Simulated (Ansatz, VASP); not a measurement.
## Two plane-wave programs on Co2Si

```
Co Si
1.0
     3.79902    0.00000    0.00000
     0.00000    3.79902    0.00000
     0.00000    0.00000    2.61277
Co Si
2 1
Direct
  0.50000 0.00000 0.71978
  0.00000 0.50000 0.71978
  0.50000 0.50000 0.21984
```

Alike in both runs: functional PBE; k mesh 6 × 6 × 6; occupations gaussian, width 0.1 eV; collinear spin.

Ansatz relaxed the structure, and its values are those at the end. VASP's run is a single point on that final structure, the one shown.

|  | VASP | Ansatz |
| --- | --- | --- |
| version | VASP 6.6.1 | Ansatz 0.2.0 |
| potentials or method | VASP PAW PBE potentials, release 64 (Co, Si), cutoff 520 eV | scalar-relativistic, plane waves, PAW |
| valence electrons in the cell | 22 | 38 |

VASP gave:

* gap on the k mesh at the Fermi level (eV): none
* pressure (GPa): 0.0
* net moment per atom (μB): 0.53

Problem. What did Ansatz give for the same quantities?

Solution. gap on the k mesh at the Fermi level (eV): none; pressure (GPa): -0.1; net moment per atom (μB): 0.53.

A gap of «none» marks a metal or a gap that the smearing closes. The functional is the same, so the differences come from potentials, cutoffs and numerics. VASP's potentials hold 22 valence electrons a cell and Ansatz's 38, so a difference there can come from the potentials and not from the codes.

The k mesh is coarse, so the values compare programs but aren't converged.
